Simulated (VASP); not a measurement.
# ZnS (P6_3mc) in VASP: notebook

The runs below take ZnS through single point, with RPBE+D3(BJ), PBE exchange alone.

Everything below comes from runs of VASP 6.6.1. Logs are shortened: lines on timing, memory, paths and dates and some standing lists are left out, and cuts for length are marked.

### Step 1. The cell of the first run

Symmetry: P6_3mc, No. 186, hexagonal system. Conventional cell: a = 3.760 Å, b = 3.760 Å, c = 18.437 Å, α = 90.00°, β = 90.00°, γ = 120.00°. Within 3.0 Å of Zn (site symmetry 3m) lie 4 S at 2.30 Å. Within 3.0 Å of Zn (site symmetry 3m) lie 4 S at 2.30 Å. Zn (site symmetry 3m) has 4 S at 2.30 Å within 3.0 Å. S (site symmetry 3m) has 4 Zn at 2.30 Å within 3.0 Å. S (site symmetry 3m) has 4 Zn at 2.30 Å within 3.0 Å. S (site symmetry 3m) has 4 Zn at 2.30 Å within 3.0 Å.

### Step 2. Single point, RPBE+D3(BJ)

The input, INCAR:

```
ALGO     = Normal         # electronic algorithm
EDIFF    = 1E-6           # SCF threshold, eV
ENCUT    = 520            # plane-wave cutoff, eV
GGA      = RP             # functional
ISIF     = 2              # what is computed and relaxed
ISMEAR   = -1             # smearing method
IVDW     = 12             # dispersion correction
LASPH    = True           # aspherical terms in the spheres
LCHARG   = False          # write CHGCAR
LREAL    = False          # projectors in reciprocal space
LWAVE    = False          # write WAVECAR
NBANDS   = 66             # bands
NELM     = 100            # most SCF steps
PREC     = Accurate       # precision mode
SIGMA    = 0.05           # smearing width, eV
```

The input, KPOINTS:

```
k-points
0
Gamma
  8 8 2
```

The input, POSCAR:

```
ZnS
1.0
    3.7604801709      0.0000000000      0.0000000000
   -1.8802400855      3.2566713584      0.0000000000
    0.0000000000      0.0000000000     18.4373916028
Zn S
6 6
Direct
    0.3333333333      0.6666666667      0.8333300000
    0.6666666667      0.3333333333      0.3333300000
    0.6666666667      0.3333333333      0.6666700000
    0.3333333333      0.6666666667      0.1666700000
    0.0000000000      0.0000000000      0.5000000000
    0.0000000000      0.0000000000      0.0000000000
    0.3333333333      0.6666666667      0.9583300000
    0.6666666667      0.3333333333      0.4583300000
    0.6666666667      0.3333333333      0.7916700000
    0.3333333333      0.6666666667      0.2916700000
    0.0000000000      0.0000000000      0.6250000000
    0.0000000000      0.0000000000      0.1250000000
```

Potentials or basis: VASP PAW PBE potentials, release 64 (Zn, S).

The run is started by

```bash
$ cat potpaw_PBE.64/Zn/POTCAR potpaw_PBE.64/S/POTCAR > POTCAR
$ mpirun -np 1 vasp_std > vasp.out
```

OUTCAR:

```text
EDIFF = 1E-6
   ENCUT = 520
   GGA = RP
   ISIF = 2
   ISMEAR = -1
   IVDW = 12
   LASPH = True
   LREAL = False
   NELM = 100
   PREC = Accurate
 IVDW          = 12

 ion  position               nearest neighbor table
   1  0.333  0.667  0.833-   9 2.30   9 2.30   9 2.30   7 2.30
   2  0.667  0.333  0.333-  10 2.30  10 2.30  10 2.30   8 2.30
   3  0.667  0.333  0.667-  11 2.30  11 2.30  11 2.30   9 2.30
   4  0.333  0.667  0.167-  12 2.30  12 2.30  12 2.30  10 2.30
   5  0.000  0.000  0.500-   8 2.30   8 2.30   8 2.30  11 2.30
   6  0.000  0.000  0.000-   7 2.30   7 2.30   7 2.30  12 2.30
   7  0.333  0.667  0.958-   6 2.30   6 2.30   6 2.30   1 2.30
   8  0.667  0.333  0.458-   5 2.30   5 2.30   5 2.30   2 2.30
   9  0.667  0.333  0.792-   1 2.30   1 2.30   1 2.30   3 2.30
  10  0.333  0.667  0.292-   2 2.30   2 2.30   2 2.30   4 2.30
  11  0.000  0.000  0.625-   3 2.30   3 2.30   3 2.30   5 2.30
  12  0.000  0.000  0.125-   4 2.30   4 2.30   4 2.30   6 2.30

  LATTYP: Found a hexagonal cell.
 ALAT       =     3.7604801709
 C/A-ratio  =     4.9029354670

  Lattice vectors:

 A1 = (   3.7604801709,   0.0000000000,   0.0000000000)
 A2 = (  -1.8802400855,   3.2566713584,   0.0000000000)
 A3 = (   0.0000000000,   0.0000000000,  18.4373916028)

Analysis of symmetry for initial positions (statically):
=====================================================================
 Subroutine PRICEL returns:
 Original cell was already a primitive cell.

 Routine SETGRP: Setting up the symmetry group for a
 hexagonal supercell.

 Subroutine GETGRP returns: Found 12 space group operations
 (whereof  6 operations were pure point group operations)
 out of a pool of 24 trial point group operations.

The static configuration has the point symmetry C_3v.
 The point group associated with its full space group is C_6v.

Analysis of symmetry for dynamics (positions and initial velocities):
=====================================================================
 Subroutine PRICEL returns:
 Original cell was already a primitive cell.

 Routine SETGRP: Setting up the symmetry group for a
 hexagonal supercell.

 Subroutine GETGRP returns: Found 12 space group operations
 (whereof  6 operations were pure point group operations)
 out of a pool of 24 trial point group operations.

The dynamic configuration has the point symmetry C_3v.
 The point group associated with its full space group is C_6v.

 Subroutine INISYM returns: Found 12 space group operations
 (whereof  6 operations are pure point group operations),
 and found     1 'primitive' translations

----------------------------------------------------------------------------------------

                                     Primitive cell

  volume of cell :     225.7962

  direct lattice vectors                    reciprocal lattice vectors
     3.760480171  0.000000000  0.000000000     0.265923487  0.153530997  0.000000000
    -1.880240086  3.256671358  0.000000000     0.000000000  0.307061994  0.000000000
     0.000000000  0.000000000 18.437391603     0.000000000  0.000000000  0.054237607

  length of vectors
     3.760480171  3.760480171 18.437391603     0.307061994  0.307061994  0.054237607

  position of ions in fractional coordinates (direct lattice)
     0.333333333  0.666666667  0.833330000
     0.666666667  0.333333333  0.333330000
     0.666666667  0.333333333  0.666670000
     0.333333333  0.666666667  0.166670000
     0.000000000  0.000000000  0.500000000
     0.000000000  0.000000000  0.000000000
     0.333333333  0.666666667  0.958330000
     0.666666667  0.333333333  0.458330000
     0.666666667  0.333333333  0.791670000
     0.333333333  0.666666667  0.291670000
     0.000000000  0.000000000  0.625000000
     0.000000000  0.000000000  0.125000000

  ion indices of the primitive-cell ions
   primitive index   ion index
                 1           1
                 2           2
                 3           3
                 4           4
                 5           5
                 6           6
                 7           7
                 8           8
                 9           9
                10          10
                11          11
                12          12

----------------------------------------------------------------------------------------

 KPOINTS: k-points

Automatic generation of k-mesh.
 Grid dimensions read from file:
 generate k-points for:    8    8    2

 Generating k-lattice:

  Cartesian coordinates                     Fractional coordinates (reciprocal lattice)
     0.033240436  0.019191375  0.000000000     0.125000000 -0.000000000  0.000000000
     0.000000000  0.038382749  0.000000000     0.000000000  0.125000000  0.000000000
     0.000000000  0.000000000  0.027118804     0.000000000  0.000000000  0.500000000

  Length of vectors
     0.038382749  0.038382749  0.027118804

  Shift w.r.t. Gamma in fractional coordinates (k-lattice)
     0.000000000  0.000000000  0.000000000

 Subroutine IBZKPT returns following result:
 ===========================================

 Found     20 irreducible k-points:

 Following reciprocal coordinates:
            Coordinates               Weight
  0.000000  0.000000  0.000000      1.000000
  0.125000  0.000000  0.000000      6.000000
  0.250000  0.000000  0.000000      6.000000
  0.375000 -0.000000  0.000000      6.000000
  0.500000  0.000000  0.000000      3.000000
  0.125000  0.125000  0.000000      6.000000
[... 12 lines left out ...]
  0.250000  0.250000  0.500000      6.000000
  0.375000  0.250000  0.500000      6.000000
   k-points           NKPTS =     20   k-points in BZ     NKDIM =     20   number of bands    NBANDS=     66
   number of dos      NEDOS =    301   number of ions     NIONS =     12
   total plane-waves  NPLWV = 109760
   dimension x,y,z NGX =    28 NGY =   28 NGZ =  140
   dimension x,y,z NGXF=    56 NGYF=   56 NGZF=  280
   ions per type =               6   6
   NGX,Y,Z   is equivalent  to a cutoff of  12.38, 12.38, 12.62 a.u.
   NGXF,Y,Z  is equivalent  to a cutoff of  24.76, 24.76, 25.25 a.u.
 SYSTEM =  unknown system
   PREC   = accura    normal or accurate (medium, high low for compatibility)
   ISTART =      0    job   : 0-new  1-cont  2-samecut
   ICHARG =      2    charge: 1-file 2-atom 10-const
   ISPIN  =      1    spin polarized calculation?
   LNONCOLLINEAR =      F non collinear calculations
   LSORBIT =      F    spin-orbit coupling
   LASPH  =      T    aspherical Exc in radial PAW
   ENCUT  =  520.0 eV  38.22 Ry    6.18 a.u.   6.99  6.99 34.28*2*pi/ulx,y,z
   NELM   =    100;   NELMIN=  2; NELMDL= -5     # of ELM steps
   EDIFF  = 0.1E-05   stopping-criterion for ELM
   LREAL  =      F    real-space projection
   EDIFFG = 0.1E-04   stopping-criterion for IOM
   NSW    =      0    number of steps for IOM
   IBRION =     -1    ionic relax: 0-MD 1-quasi-New 2-CG
   NFREE  =      0    steps in history (QN), initial steepest desc. (CG)
   ISIF   =      2    stress and relaxation
   ISYM   =      2    0-nonsym 1-usesym 2-fastsym
   POTIM  = 0.5000    time-step for ionic-motion
   TEBEG  =    0.0;   TEEND  =   0.0 temperature during run
   PSTRESS=    0.0 pullay stress
   NELECT =     108.0000    total number of electrons
   NUPDOWN=      -1.0000    fix difference up-down
   EMIN   =  10.00;   EMAX   =-10.00  energy-range for DOS
   EFERMI =   0.00;   METHOD = LEGACY
   ISMEAR =    -1;   SIGMA  =   0.05  broadening in eV -4-tet -1-fermi 0-gaus
   EFERMI_NEDOS =   21; number of points for ismear=-14 and -15
   IALGO  =     38    algorithm
   IMIX   =      4    mixing-type and parameters
     AMIX     =   0.40;   BMIX     =  1.00
     AMIX_MAG =   1.60;   BMIX_MAG =  1.00
  volume/ion in A,a.u.               =      18.82       126.98
  Fermi-wavevector in a.u.,A,eV,Ry     =   1.280296  2.419409 22.302109  1.639159
  Thomas-Fermi vector in A             =   2.412732
   LORBIT       =      0    0 simple, 1 ext, 2 COOP (PROOUT), +10 PAW based schemes
   GGA     = RP    functional components
   LHFCALC =     F    Hartree Fock is set to
   AEXX    =    0.0000 exact exchange contribution
   IVDW    =    12    specifies the selected vdW correction
   LEPSILON=     F    determine dielectric tensor
   LRPA    =     F    only Hartree local field effects (RPA)
 non-spin polarized calculation
  energy-cutoff  :      520.00
  volume of cell :      225.80
 maximum number of plane-waves:      6113
 NGX is ok and might be reduce to    28
   NGX = 13   NGY = 13   NGZ = 69

 number of electron     107.9999985 magnetization

 Free energy of the ion-electron system (eV)
  ---------------------------------------------------
  ext. energy  EPLUGINS =         0.00000000
  ---------------------------------------------------
  free energy    TOTEN  =       -36.59688910 eV

  energy without entropy =      -36.59688910  energy(sigma->0) =      -36.59688910

 E-fermi :   3.7657     XC(G=0):  -9.6420

 val. band max:        2.6761237659   @ k =   0.0000   0.0000   0.0000
 cond. band min:       5.1918575425   @ k =   0.0000   0.0000   0.0000
 fundamental gap:      2.5157337766
 Fermi energy:         3.7656929457

 k-point     1 :       0.0000    0.0000    0.0000
  band No.  band energies     occupation
      1     -10.7982      2.00000
      2     -10.5838      2.00000
      3     -10.5751      2.00000
      4     -10.0853      2.00000
      5     -10.0765      2.00000
      6      -9.7903      2.00000
[... 58 lines left out ...]
     65       9.1859      0.00000
     66       9.2798      0.00000

 k-point     2 :       0.1250    0.0000    0.0000
  band No.  band energies     occupation
      1     -10.6862      2.00000
      2     -10.4804      2.00000
      3     -10.4716      2.00000
      4     -10.0057      2.00000
      5      -9.9969      2.00000
      6      -9.7281      2.00000
[... 1300 lines left out ...]
     65       9.4543      0.00000
     66       9.4543      0.00000

------------------------ aborting loop because EDIFF is reached ----------------------------------------

 Edisp (eV)  -14.08251

 E8    (eV) :    -8.0260

  FORCE on cell =-STRESS in cart. coord.  units (eV):
  Direction    XX          YY          ZZ          XY          YZ          ZX
  --------------------------------------------------------------------------------------
  -------------------------------------------------------------------------------------
  Total      -3.93285    -3.93285    -4.01483     0.00000     0.00000     0.00000
  in kB     -27.90620   -27.90620   -28.48797     0.00000     0.00000     0.00000
  external pressure =      -28.10 kB  Pullay stress =        0.00 kB

 VOLUME and BASIS-vectors are now :
 -----------------------------------------------------------------------------
  energy-cutoff  :      520.00
  volume of cell :      225.80
      direct lattice vectors                 reciprocal lattice vectors
     3.760480171  0.000000000  0.000000000     0.265923487  0.153530997  0.000000000
    -1.880240086  3.256671358  0.000000000     0.000000000  0.307061994  0.000000000
     0.000000000  0.000000000 18.437391603     0.000000000  0.000000000  0.054237607

 POSITION                                       TOTAL-FORCE (eV/Angst)
 -----------------------------------------------------------------------------------
     -0.00000      2.17111     15.36443        -0.000000     -0.000000      0.003701
      1.88024      1.08556      6.14574         0.000000      0.000000      0.003701
      1.88024      1.08556     12.29166        -0.000000     -0.000000      0.002015
     -0.00000      2.17111      3.07296         0.000000      0.000000      0.002015
      0.00000      0.00000      9.21870        -0.000000      0.000000     -0.001172
      0.00000      0.00000      0.00000         0.000000     -0.000000     -0.001172
     -0.00000      2.17111     17.66911        -0.000000      0.000000     -0.017314
      1.88024      1.08556      8.45041         0.000000     -0.000000     -0.017314
      1.88024      1.08556     14.59633        -0.000000      0.000000     -0.009552
     -0.00000      2.17111      5.37763         0.000000     -0.000000     -0.009552
      0.00000      0.00000     11.52337         0.000000     -0.000000      0.022323
      0.00000      0.00000      2.30467        -0.000000     -0.000000      0.022323
 -----------------------------------------------------------------------------------
    total drift:                               -0.000003     -0.000005      0.000189

  FREE ENERGIE OF THE ION-ELECTRON SYSTEM (eV)
  ---------------------------------------------------
  free  energy   TOTEN  =       -50.6794032504 eV

  energy  without entropy=      -50.6794032504  energy(sigma->0) =      -50.67940325
```

Run time: 6.4 min. Hardware: 1 thread of AMD EPYC 9R45 (Zen 5), shared host; peak memory 0.42 GiB.

What came out:

| Quantity | Value |
| --- | --- |
| Free energy | -50.6794 eV |
| Pressure | -2.8 GPa |
| Largest force | 0.022 eV/Å |
| Band gap on the k mesh | 2.52 eV |
| Dispersion energy per atom | -1.174 eV |

Forces on the atoms (eV/Å):
```
Zn   0.000  0.000  0.004
Zn   0.000  0.000  0.004
Zn   0.000  0.000  0.002
Zn   0.000  0.000  0.002
Zn   0.000  0.000 -0.001
Zn   0.000  0.000 -0.001
S    0.000  0.000 -0.017
S    0.000  0.000 -0.017
S    0.000  0.000 -0.010
S    0.000  0.000 -0.010
S    0.000  0.000  0.022
S    0.000  0.000  0.022
```

Caveat: the dispersion term is far too large for a dense solid, which distorts pressure and volume; the PAW data sets were made with another functional, which shifts forces and pressure a little. A k mesh can miss the band edges.

(Part 1 of 2 ends here.)
